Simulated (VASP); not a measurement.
# TiO2 (R-3m) in VASP: a series of runs

TiO2 is run at these levels: PBE+D3(BJ); tasks: single point, relaxation of cell and atoms.

Everything below comes from runs of VASP 6.6.1. Logs are shortened: lines on timing, memory, paths and dates and some standing lists are left out, and cuts for length are marked.

### Step 1. The cell of the first run

It takes space group R-3m (No. 166, trigonal). Conventional cell: a = 2.973 Å, b = 2.973 Å, c = 14.584 Å, α = 90.00°, β = 90.00°, γ = 120.00°. Within 2.6 Å of Ti (site symmetry -3m) lie 6 O at 1.97 Å. O (site symmetry 3m) has 3 Ti at 1.97 Å and 3 O at 2.59 Å within 2.6 Å.

### Step 2. Single point, PBE+D3(BJ)

Contents of INCAR:

```
SYSTEM = TiO2
ALGO = Normal ; EDIFF = 1E-6
ENCUT = 520 ; GGA = PE
ISIF = 2 ; ISMEAR = 0
IVDW = 12 ; LASPH = .TRUE.
LCHARG = .TRUE. ; LELF = .TRUE.
LREAL = .FALSE. ; LVHAR = .TRUE.
LWAVE = .FALSE. ; NBANDS = 19
NELM = 80 ; PREC = Accurate
SIGMA = 0.02
```

Contents of KPOINTS:

```
k-points
0
G
  12 12 12
  0 0 0
```

Contents of POSCAR:

```
TiO2
1.0
    1.4863525209      0.8581460281      4.8613140613
   -1.4863525209      0.8581460281      4.8613140613
    0.0000000000     -1.7162920561      4.8613140613
Ti O
1 2
Direct
    0.0000000000      0.0000000000      0.0000000000
    0.6003329636      0.6003329636      0.6003329636
    0.3996670364      0.3996670364      0.3996670364
```

Potentials or basis: VASP PAW PBE potentials, release 64 (Ti_sv, O).

The run is started by

```sh
$ cat potpaw_PBE.64/Ti_sv/POTCAR potpaw_PBE.64/O/POTCAR > POTCAR
$ mpirun -np 1 vasp_std > vasp.out
```

OUTCAR:

```text
SYSTEM = TiO2
   EDIFF = 1E-6
   ENCUT = 520
   GGA = PE
   ISIF = 2
   ISMEAR = 0
   IVDW = 12
   LASPH = .TRUE.
   LREAL = .FALSE.
   NELM = 80
   PREC = Accurate
 IVDW          = 12

 ion  position               nearest neighbor table
   1  0.000  0.000  0.000-   2 1.97   2 1.97   3 1.97   3 1.97   2 1.97   3 1.97
   2  0.600  0.600  0.600-   1 1.97   1 1.97   1 1.97
   3  0.400  0.400  0.400-   1 1.97   1 1.97   1 1.97

  LATTYP: Found a trigonal (rhomboedric) cell.
 ALAT       =     5.1553887171
 COS(alpha) =     0.8337541510

  Lattice vectors:

 A1 = (   1.4863525209,   0.8581460281,   4.8613140613)
 A2 = (  -1.4863525209,   0.8581460281,   4.8613140613)
 A3 = (   0.0000000000,  -1.7162920561,   4.8613140613)

Analysis of symmetry for initial positions (statically):
=====================================================================
 Subroutine PRICEL returns:
 Original cell was already a primitive cell.

 Routine SETGRP: Setting up the symmetry group for a
 trigonal (rhombohedral) supercell.

 Subroutine GETGRP returns: Found 12 space group operations
 (whereof 12 operations were pure point group operations)
 out of a pool of 12 trial point group operations.

The static configuration has the point symmetry D_3d.

Analysis of symmetry for dynamics (positions and initial velocities):
=====================================================================
 Subroutine PRICEL returns:
 Original cell was already a primitive cell.

 Routine SETGRP: Setting up the symmetry group for a
 trigonal (rhombohedral) supercell.

 Subroutine GETGRP returns: Found 12 space group operations
 (whereof 12 operations were pure point group operations)
 out of a pool of 12 trial point group operations.

The dynamic configuration has the point symmetry D_3d.

 Subroutine INISYM returns: Found 12 space group operations
 (whereof 12 operations are pure point group operations),
 and found     1 'primitive' translations

----------------------------------------------------------------------------------------

                                     Primitive cell

  volume of cell :      37.2039

  direct lattice vectors                    reciprocal lattice vectors
     1.486352521  0.858146028  4.861314061     0.336393953  0.194217139  0.068568566
    -1.486352521  0.858146028  4.861314061    -0.336393953  0.194217139  0.068568566
     0.000000000 -1.716292056  4.861314061     0.000000000 -0.388434279  0.068568566

  length of vectors
     5.155388717  5.155388717  5.155388717     0.394439903  0.394439903  0.394439903

  position of ions in fractional coordinates (direct lattice)
     0.000000000  0.000000000  0.000000000
     0.600332964  0.600332964  0.600332964
     0.399667036  0.399667036  0.399667036

  ion indices of the primitive-cell ions
   primitive index   ion index
                 1           1
                 2           2
                 3           3

----------------------------------------------------------------------------------------

 KPOINTS: k-points

Automatic generation of k-mesh.
 Grid dimensions read from file:
 generate k-points for:   12   12   12

 Generating k-lattice:

  Cartesian coordinates                     Fractional coordinates (reciprocal lattice)
     0.028032829  0.016184762  0.005714047     0.083333333  0.000000000  0.000000000
    -0.028032829  0.016184762  0.005714047     0.000000000  0.083333333  0.000000000
     0.000000000 -0.032369523  0.005714047     0.000000000  0.000000000  0.083333333

  Length of vectors
     0.032869992  0.032869992  0.032869992

  Shift w.r.t. Gamma in fractional coordinates (k-lattice)
     0.000000000  0.000000000  0.000000000

 Subroutine IBZKPT returns following result:
 ===========================================

 Found    189 irreducible k-points:

 Following reciprocal coordinates:
            Coordinates               Weight
  0.000000  0.000000  0.000000      1.000000
  0.083333  0.000000 -0.000000      6.000000
  0.166667 -0.000000 -0.000000      6.000000
  0.250000  0.000000 -0.000000      6.000000
  0.333333  0.000000 -0.000000      6.000000
  0.416667  0.000000 -0.000000      6.000000
[... 16 lines left out ...]
  0.500000  0.166667 -0.000000     12.000000
 -0.416667  0.166667  0.000000     12.000000
 [... further k-points ...]
   k-points           NKPTS =    189   k-points in BZ     NKDIM =    189   number of bands    NBANDS=     19
   number of dos      NEDOS =    301   number of ions     NIONS =      3
   total plane-waves  NPLWV =  64000
   dimension x,y,z NGX =    40 NGY =   40 NGZ =   40
   dimension x,y,z NGXF=    80 NGYF=   80 NGZF=   80
   ions per type =               1   2
   NGX,Y,Z   is equivalent  to a cutoff of  12.90, 12.90, 12.90 a.u.
   NGXF,Y,Z  is equivalent  to a cutoff of  25.80, 25.80, 25.80 a.u.
 SYSTEM =  TiO2
   PREC   = accura    normal or accurate (medium, high low for compatibility)
   ISTART =      0    job   : 0-new  1-cont  2-samecut
   ICHARG =      2    charge: 1-file 2-atom 10-const
   ISPIN  =      1    spin polarized calculation?
   LNONCOLLINEAR =      F non collinear calculations
   LSORBIT =      F    spin-orbit coupling
   LASPH  =      T    aspherical Exc in radial PAW
   ENCUT  =  520.0 eV  38.22 Ry    6.18 a.u.   9.59  9.59  9.59*2*pi/ulx,y,z
   NELM   =     80;   NELMIN=  2; NELMDL= -5     # of ELM steps
   EDIFF  = 0.1E-05   stopping-criterion for ELM
   LREAL  =      F    real-space projection
   EDIFFG = 0.1E-04   stopping-criterion for IOM
   NSW    =      0    number of steps for IOM
   IBRION =     -1    ionic relax: 0-MD 1-quasi-New 2-CG
   NFREE  =      0    steps in history (QN), initial steepest desc. (CG)
   ISIF   =      2    stress and relaxation
   ISYM   =      2    0-nonsym 1-usesym 2-fastsym
   POTIM  = 0.5000    time-step for ionic-motion
   TEBEG  =    0.0;   TEEND  =   0.0 temperature during run
   PSTRESS=    0.0 pullay stress
   NELECT =      24.0000    total number of electrons
   NUPDOWN=      -1.0000    fix difference up-down
   EMIN   =  10.00;   EMAX   =-10.00  energy-range for DOS
   EFERMI =   0.00;   METHOD = LEGACY
   ISMEAR =     0;   SIGMA  =   0.02  broadening in eV -4-tet -1-fermi 0-gaus
   EFERMI_NEDOS =   21; number of points for ismear=-14 and -15
   IALGO  =     38    algorithm
   IMIX   =      4    mixing-type and parameters
     AMIX     =   0.40;   BMIX     =  1.00
     AMIX_MAG =   1.60;   BMIX_MAG =  1.00
  volume/ion in A,a.u.               =      12.40        83.69
  Fermi-wavevector in a.u.,A,eV,Ry     =   1.414542  2.673097 27.224303  2.000930
  Thomas-Fermi vector in A             =   2.536074
   LORBIT       =      0    0 simple, 1 ext, 2 COOP (PROOUT), +10 PAW based schemes
   GGA     = PE    functional components
   LHFCALC =     F    Hartree Fock is set to
   AEXX    =    0.0000 exact exchange contribution
   IVDW    =    12    specifies the selected vdW correction
   LEPSILON=     F    determine dielectric tensor
   LRPA    =     F    only Hartree local field effects (RPA)
 non-spin polarized calculation
 Gauss-broadening in eV      SIGMA  =   0.02
  energy-cutoff  :      520.00
  volume of cell :       37.20
 maximum number of plane-waves:      1033
   NGX = 19   NGY = 19   NGZ = 19

 number of electron      23.9999998 magnetization

 Free energy of the ion-electron system (eV)
  ---------------------------------------------------
  ext. energy  EPLUGINS =         0.00000000
  ---------------------------------------------------
  free energy    TOTEN  =       -26.45298001 eV

  energy without entropy =      -26.45298001  energy(sigma->0) =      -26.45298001

 E-fermi :   2.6238     XC(G=0): -10.0951

 val. band max:        2.4593967737   @ k =  -0.1667   0.0833   0.0000
 cond. band min:       4.8934864745   @ k =   0.0000   0.0000   0.0000
 fundamental gap:      2.4340897008
 Fermi energy:         2.6238366449

 k-point     1 :       0.0000    0.0000    0.0000
  band No.  band energies     occupation
      1     -54.1440      2.00000
      2     -30.4142      2.00000
      3     -30.1207      2.00000
      4     -30.1207      2.00000
      5     -15.3478      2.00000
      6     -13.4394      2.00000
[... 11 lines left out ...]
     18       9.9858      0.00000
     19      13.9376      0.00000

 k-point     2 :       0.0833    0.0000   -0.0000
  band No.  band energies     occupation
      1     -54.1389      2.00000
      2     -30.4051      2.00000
      3     -30.1635      2.00000
      4     -30.1286      2.00000
      5     -15.2540      2.00000
      6     -13.4907      2.00000
[... 11 lines left out ...]
     18      10.2640      0.00000
     19      14.2894      0.00000

 k-point     3 :       0.1667   -0.0000   -0.0000
  band No.  band energies     occupation
      1     -54.1251      2.00000
      2     -30.3811      2.00000
      3     -30.2783      2.00000
      4     -30.1503      2.00000
      5     -14.9985      2.00000
      6     -13.6259      2.00000
[... 11 lines left out ...]
     18      10.9871      0.00000
     19      15.1564      0.00000

 k-point     4 :       0.2500    0.0000   -0.0000
  band No.  band energies     occupation
      1     -54.1062      2.00000
      2     -30.4363      2.00000
      3     -30.3429      2.00000
      4     -30.1798      2.00000
      5     -14.6593      2.00000
      6     -13.7895      2.00000
[... 11 lines left out ...]
     18      11.9021      0.00000
     19      16.1852      0.00000

 k-point     5 :       0.3333    0.0000   -0.0000
  band No.  band energies     occupation
      1     -54.0872      2.00000
      2     -30.5853      2.00000
      3     -30.3094      2.00000
      4     -30.2092      2.00000
      5     -14.3912      2.00000
      6     -13.8657      2.00000
[... 11 lines left out ...]
     18      12.8017      0.00000
     19      16.6246      0.00000

 k-point     6 :       0.4167    0.0000   -0.0000
  band No.  band energies     occupation
      1     -54.0732      2.00000
      2     -30.6926      2.00000
      3     -30.2840      2.00000
      4     -30.2305      2.00000
      5     -14.3492      2.00000
      6     -13.7544      2.00000
[... 11 lines left out ...]
     18      13.5977      0.00000
     19      15.6886      0.00000

 k-point     7 :       0.5000    0.0000   -0.0000
  band No.  band energies     occupation
      1     -54.0681      2.00000
      2     -30.7315      2.00000
      3     -30.2746      2.00000
      4     -30.2383      2.00000
      5     -14.3673      2.00000
      6     -13.6768      2.00000
[... 11 lines left out ...]
     18      14.1010      0.00000
     19      15.0528      0.00000

 k-point     8 :       0.0833    0.0833   -0.0000
  band No.  band energies     occupation
      1     -54.1389      2.00000
      2     -30.4052      2.00000
      3     -30.1635      2.00000
      4     -30.1286      2.00000
      5     -15.2522      2.00000
      6     -13.4935      2.00000
[... 256 lines left out ...]
 k-point    20 :       0.2500    0.1667   -0.0000
  band No.  band energies     occupation
      1     -54.1131      2.00000
      2     -30.3734      2.00000
      3     -30.3551      2.00000
      4     -30.1767      2.00000
      5     -14.7728      2.00000
      6     -13.7429      2.00000
[... 11 lines left out ...]
     18      11.8951      0.00000
     19      15.5381      0.00000

 k-point    21 :       0.3333    0.1667   -0.0000
  band No.  band energies     occupation
      1     -54.0967      2.00000
      2     -30.4779      2.00000
      3     -30.3322      2.00000
      4     -30.2236      2.00000
      5     -14.4681      2.00000
      6     -13.8872      2.00000
[... 11 lines left out ...]
     18      12.6896      0.00000
     19      16.1969      0.00000

 k-point    22 :       0.4167    0.1667   -0.0000
  band No.  band energies     occupation
      1     -54.0802      2.00000
      2     -30.5790      2.00000
      3     -30.3102      2.00000
      4     -30.2704      2.00000
      5     -14.1864      2.00000
      6     -13.9961      2.00000
[... 11 lines left out ...]
     18      13.4547      0.00000
     19      16.6603      0.00000

 k-point    23 :       0.5000    0.1667   -0.0000
  band No.  band energies     occupation
      1     -54.0681      2.00000
      2     -30.6499      2.00000
      3     -30.3267      2.00000
      4     -30.2738      2.00000
      5     -14.1779      2.00000
      6     -13.8692      2.00000
[... 11 lines left out ...]
     18      14.2053      0.00000
     19      16.1265      0.00000

 k-point    24 :      -0.4167    0.1667    0.0000
  band No.  band energies     occupation
      1     -54.0636      2.00000
      2     -30.6754      2.00000
      3     -30.3401      2.00000
      4     -30.2679      2.00000
      5     -14.2127      2.00000
      6     -13.7822      2.00000
[... 11 lines left out ...]
     18      15.0116      0.00000
     19      15.2946      0.00000

 [... further k-points ...]

------------------------ aborting loop because EDIFF is reached ----------------------------------------

 Edisp (eV)   -0.60026

 E8    (eV) :    -0.2337

  FORCE on cell =-STRESS in cart. coord.  units (eV):
  Direction    XX          YY          ZZ          XY          YZ          ZX
  --------------------------------------------------------------------------------------
  -------------------------------------------------------------------------------------
  Total       0.18993     0.18993     0.07651     0.00000     0.00000     0.00000
  in kB       8.17926     8.17926     3.29508     0.00000     0.00000     0.00000
  external pressure =        6.55 kB  Pullay stress =        0.00 kB

 VOLUME and BASIS-vectors are now :
 -----------------------------------------------------------------------------
  energy-cutoff  :      520.00
  volume of cell :       37.20
      direct lattice vectors                 reciprocal lattice vectors
     1.486352521  0.858146028  4.861314061     0.336393953  0.194217139  0.068568566
    -1.486352521  0.858146028  4.861314061    -0.336393953  0.194217139  0.068568566
     0.000000000 -1.716292056  4.861314061     0.000000000 -0.388434279  0.068568566

 POSITION                                       TOTAL-FORCE (eV/Angst)
 -----------------------------------------------------------------------------------
      0.00000      0.00000      0.00000         0.000000      0.000000      0.000000
      0.00000      0.00000      8.75522        -0.000000     -0.000000     -0.060679
      0.00000      0.00000      5.82872        -0.000000      0.000000      0.060679
 -----------------------------------------------------------------------------------
    total drift:                               -0.000000     -0.000000     -0.000000

  FREE ENERGIE OF THE ION-ELECTRON SYSTEM (eV)
  ---------------------------------------------------
  free  energy   TOTEN  =       -27.0532354786 eV

  energy  without entropy=      -27.0532354786  energy(sigma->0) =      -27.05323548
```

Run time: 2.4 min. Hardware: 1 thread of Intel Xeon 6975P-C (Granite Rapids), shared host; peak memory 0.31 GiB.

What came out:

```
Free energy                : -27.0532 eV
Pressure                   : 0.7 GPa
Largest force              : 0.061 eV/Å
Band gap on the k mesh     : 2.43 eV (least direct gap 2.80 eV)
Dispersion energy per atom : -0.200 eV
```

Forces on the atoms (eV/Å):
```
Ti   0.000  0.000  0.000
O    0.000  0.000 -0.061
O    0.000  0.000  0.061
```

Stress tensor (GPa, compression positive):
```
0.82 0.00 0.00
0.00 0.82 0.00
0.00 0.00 0.33
```

Levels at points of the mesh, in eV from the valence-band top:
```tsv
k point	band 9	band 10	band 11	band 12	band 13	band 14	band 15	band 16
(0.00, 0.00, 0.00)	-3.92	-0.51	-0.51	-0.36	2.43	2.43	4.09	6.68
(0.50, 0.00, 0.00)	-2.87	-1.81	-1.46	-1.18	2.69	3.51	3.60	6.22
(0.50, 0.50, 0.00)	-2.90	-2.22	-1.53	-0.70	2.65	3.51	3.57	6.07
(0.50, 0.50, 0.50)	-3.60	-1.51	-0.45	-0.45	2.44	2.44	4.25	6.63
```

A k mesh can miss the band edges.

### Step 3. Relaxation of cell and atoms, PBE+D3(BJ), collinear spin

This run uses another cell than the first one, of 12.74 Å³/atom.

Contents of INCAR:

```
SYSTEM = TiO2
PREC = Accurate
ENCUT = 600
EDIFF = 1E-6
ISMEAR = 0
SIGMA = 0.1
LREAL = .FALSE.
LASPH = .TRUE.
NELM = 150
ALGO = Normal
ISIF = 3
LWAVE = .FALSE.
LCHARG = .FALSE.
ISPIN = 2
MAGMOM = 1 0 0
LORBIT = 11
LMAXMIX = 4
GGA = PE
IVDW = 12
IBRION = 2
NSW = 90
EDIFFG = -0.04
```

Contents of KPOINTS:

```
Automatic mesh
0
G
  6 6 6
  0 0 0
```

Contents of POSCAR:

```
TiO2
1.0
    1.5065914300      0.8698309700      4.8623648700
   -1.5065914300      0.8698309700      4.8623648700
    0.0000000000     -1.7396619400      4.8623648700
Ti O
1 2
Direct
    0.0000000000      0.0000000000      0.0000000000
    0.5894626400      0.5894626400      0.5894626400
    0.4105373600      0.4105373600      0.4105373600
```

Potentials or basis: VASP PAW PBE potentials, release 64 (Ti_sv, O).

The run is started by

```sh
$ cat potpaw_PBE.64/Ti_sv/POTCAR potpaw_PBE.64/O/POTCAR > POTCAR
$ mpirun -np 1 vasp_std > vasp.out
```

It took 9.2 min on 1 thread of Intel Xeon 6975P-C (Granite Rapids), shared host; peak memory 0.36 GiB.

It converged, with:

```
Free energy                                           : -27.0590 eV
Relaxed volume                                        : 12.25 Å³/atom
Relaxed cell                                          : a = 5.100 Å, b = 5.100 Å, c = 5.100 Å, α = 33.90°, β = 33.90°, γ = 33.90°
Space group after relaxing (to 0.1 Å)                 : R-3m (No. 166)
Energy gained by relaxing                             : 186.9 meV/atom
Ionic steps                                           : 12
Pressure after relaxing                               : 0.3 GPa
Largest force after relaxing                          : 0.015 eV/Å
Band gap on the k mesh                                : 2.45 eV (least direct gap 2.73 eV)
Net moment                                            : 0.00 μB per cell
Valence electrons inside the program's atomic spheres : Ti 10.28; O 5.04
Dispersion energy per atom                            : -0.203 eV
```

Forces in eV/Å, atoms in the order of the input:
```
Ti   0.000  0.000  0.000
O    0.000  0.000  0.015
O    0.000  0.000 -0.015
```

Stress tensor (GPa, compression positive):
```
0.36 0.00 0.00
0.00 0.36 0.00
0.00 0.00 0.28
```

The path:
| step | energy change (eV) | largest force (eV/Å) | pressure (GPa) | volume (Å³) |
| --- | --- | --- | --- | --- |
| 1 | 0.0000 | 3.0377 | -19.81 | 38.23 |
| 2 | 0.3572 | 3.7814 | 54.26 | 30.15 |
| 3 | -0.4890 | 0.7581 | 2.50 | 34.34 |
| 4 | -0.4906 | 0.6226 | 3.85 | 34.17 |
| 5 | -0.4906 | 0.5580 | 4.52 | 34.09 |
| 6 | -0.5418 | 0.1663 | 1.24 | 35.08 |
| 7 | -0.5427 | 0.1061 | 0.78 | 35.23 |
| 8 | -0.5489 | 0.1138 | 0.30 | 35.57 |
| 9 | -0.5585 | 0.1481 | -1.00 | 36.57 |
| 10 | -0.5591 | 0.1625 | -1.27 | 36.85 |
| 11 | -0.5583 | 0.1699 | 2.12 | 36.65 |
| 12 | -0.5607 | 0.0149 | 0.33 | 36.76 |

Final structure:
```
Ti O
1.0
     1.48657    0.85827    4.80198
    -1.48657    0.85827    4.80198
     0.00000   -1.71655    4.80198
Ti O
1 2
Direct
  0.00000 0.00000 0.00000
  0.59937 0.59937 0.59937
  0.40063 0.40063 0.40063
```

Levels at points of the mesh, in eV from the valence-band top:
Spin up:
| k point | band 8 | band 9 | band 10 | band 11 | band 12 | band 13 | band 14 | band 15 | band 16 | band 17 |
| --- | --- | --- | --- | --- | --- | --- | --- | --- | --- | --- |
| (0.00, 0.00, 0.00) | -3.89 | -3.89 | -0.50 | -0.50 | -0.29 | 2.45 | 2.45 | 4.08 | 6.68 | 6.68 |
| (0.50, 0.00, 0.00) | -3.12 | -2.86 | -1.78 | -1.43 | -1.19 | 2.70 | 3.52 | 3.61 | 6.23 | 6.53 |
| (0.50, 0.50, 0.00) | -3.05 | -2.89 | -2.23 | -1.52 | -0.65 | 2.65 | 3.52 | 3.59 | 6.07 | 6.59 |
| (0.50, 0.50, 0.50) | -3.92 | -3.54 | -1.53 | -0.43 | -0.43 | 2.45 | 2.45 | 4.26 | 6.62 | 6.62 |
Spin down:
```
           k point  band 8  band 9  band 10  band 11  band 12  band 13  band 14  band 15  band 16  band 17
(0.00, 0.00, 0.00)   -3.89   -3.89    -0.50    -0.50    -0.29     2.45     2.45     4.08     6.68     6.68
(0.50, 0.00, 0.00)   -3.12   -2.86    -1.78    -1.43    -1.19     2.70     3.52     3.61     6.23     6.53
(0.50, 0.50, 0.00)   -3.05   -2.89    -2.23    -1.52    -0.65     2.65     3.52     3.59     6.07     6.59
(0.50, 0.50, 0.50)   -3.92   -3.54    -1.53    -0.43    -0.43     2.45     2.45     4.26     6.62     6.62
```

A k mesh can miss the band edges.
